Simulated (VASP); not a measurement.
# NaH: elastic constants with PBE

NaH:

```
Na H
1.0
     2.96880    0.00000    0.00000
     0.00000    2.96880    0.00000
     0.00000    0.00000    2.96880
Na H
1 1
Cartesian
  0.0000 0.0000 0.0000
  1.4844 1.4844 1.4844
```

```yaml
Program: VASP 6.6.1
Task: elastic constants
Functional: PBE
Potentials_or_basis: VASP PAW PBE potentials, release 64 (Na_pv, H)
Cutoff: 600 eV
k_mesh: 10 × 10 × 10
Occupations: gaussian, width 0.01 eV
Spin: no spin polarisation
Dipole_correction: no
Ions_in_elastic_constants: relaxed
Further_INCAR_settings: ALGO = Normal; EDIFF = 1e-08; NBANDS = 11; IBRION = 6; POTIM = 0.015; NSW = 1; ISIF = 3
```

The elastic constants C11, C12, C44 are 98, -14, -6 GPa. The voigt bulk modulus is 23 GPa and the highest phonon frequency at Γ is 328 cm⁻¹.

Phonon frequencies in cm⁻¹ (negative: imaginary):
```csv
q point,frequencies
"(0.000, 0.000, 0.000)",-1 -1 -1 328 328 328
```

Elastic tensor in Voigt notation (GPa, in the Cartesian axes of the cell as first typed):
```
 98 -14 -14   0   0   0
-14  98 -14   0   0   0
-14 -14  98   0   0   0
  0   0   0  -6   0   0
  0   0   0   0  -6   0
  0   0   0   0   0  -6
```

Clamped-ion elastic tensor (GPa):
```
 98 -14 -14   0   0   0
-14  98 -14   0   0   0
-14 -14  98   0   0   0
  0   0   0  -6   0   0
  0   0   0   0  -6   0
  0   0   0   0   0  -6
```

It took 2.1 min on 1 thread of Intel(R) Xeon(R) 6975P-C (Granite Rapids) (shared host), peak memory 0.29 GiB.

Caveat: the elastic tensor has a negative eigenvalue, so either the cell is unstable as it stands or the mesh is too thin.
